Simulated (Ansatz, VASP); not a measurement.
Two plane-wave programs on ZnO

```
Zn O
1.0
     3.04444    0.00000    0.00000
    -1.52222    2.63656    0.00000
     0.00000    0.00000    5.88496
Zn O
2 2
Direct
  0.33333 0.66667 0.00124
  0.66667 0.33333 0.50124
  0.33333 0.66667 0.38086
  0.66667 0.33333 0.88086
```

Alike in both runs: task single point; functional r2SCAN; k mesh 12 × 12 × 6; occupations gaussian, width 0.05 eV; no spin polarisation.

|  | VASP | Ansatz |
| --- | --- | --- |
| version | VASP 6.6.1 | Ansatz 0.2.0 |
| potentials or method | VASP PAW PBE potentials, release 64 (Zn, O), cutoff 520 eV | scalar-relativistic, plane waves, PAW |
| valence electrons in the cell | 36 | 36 |

VASP gave:

* gap on the k mesh at the Fermi level (eV): 0.70
* least direct gap on the mesh (eV): 0.70
* pressure (GPa): 7.6
* traceless stress, the component that is largest in VASP (GPa): -24.32
* rms of the force components (eV/Å): 0.542

Task: What did Ansatz give for the same quantities?

Result: gap on the k mesh at the Fermi level (eV): 0.71; least direct gap on the mesh (eV): 0.71; pressure (GPa): 6.3; traceless stress, the component that is largest in VASP (GPa): -23.35; rms of the force components (eV/Å): 0.495.

VASP's potentials were made for PBE, not for r2SCAN. Atom by atom the forces differ by 0.047 eV/Å (rms over components). With one functional, cell and mesh, what is left measures potentials, basis and numerics.
